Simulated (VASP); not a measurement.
**Si3N2: single point with PBE**

The system is Si3N2.

```
CELL_PARAMETERS angstrom
3.81079 0.00000 0.00000
-1.90540 3.30024 0.00000
0.00000 0.00000 5.23054
ATOMIC_POSITIONS crystal
Si 0.59932 0.00000 0.00000
Si 0.00000 0.59932 0.00000
Si 0.40068 0.40068 0.00000
N 0.00000 0.00000 0.00000
N 0.00000 0.00000 0.50000
```

```
Program             : VASP 6.6.1
Task                : single point
Functional          : PBE
Potentials or basis : VASP PAW PBE potentials, release 64 (Si, N)
Cutoff              : 520 eV
k mesh              : 6 × 6 × 4
Occupations         : gaussian, width 0.1 eV
Spin                : no spin polarisation
```

The pressure is 95.0 GPa and the largest force is 0.841 eV/Å. The band gap on the k mesh is zero (band 11 reaches 6.45 eV, above the bottom of band 12 at 5.28 eV).

Forces in eV/Å, atoms in the order of the input:
```
Si  -0.841  0.000  0.000
Si   0.420 -0.728  0.000
Si   0.420  0.728  0.000
N    0.000  0.000  0.000
N    0.000  0.000  0.000
```

Stress tensor (GPa, compression positive):
```
148.54   0.00   0.00
  0.00 148.54   0.00
  0.00   0.00 -11.99
```

Levels at points of the mesh, in eV from the Fermi level:
| k point | band 8 | band 9 | band 10 | band 11 | band 12 | band 13 | band 14 | band 15 |
| --- | --- | --- | --- | --- | --- | --- | --- | --- |
| (0.00, 0.00, 0.00) | -2.10 | -2.10 | -0.36 | 0.18 | 0.18 | 0.51 | 3.75 | 5.55 |
| (0.50, 0.00, 0.00) | -3.12 | -1.10 | -0.22 | 0.44 | 0.64 | 0.92 | 2.88 | 3.43 |
| (0.00, 0.00, 0.50) | -2.08 | -2.08 | -1.17 | -0.58 | 0.02 | 0.02 | 5.39 | 6.04 |
| (0.50, 0.00, 0.50) | -3.90 | -0.87 | -0.41 | 0.37 | 0.57 | 0.58 | 3.04 | 3.72 |

It took 19 s on 1 thread of Intel(R) Xeon(R) Platinum 8488C (Sapphire Rapids), with other jobs on the host, peak memory 0.17 GiB.
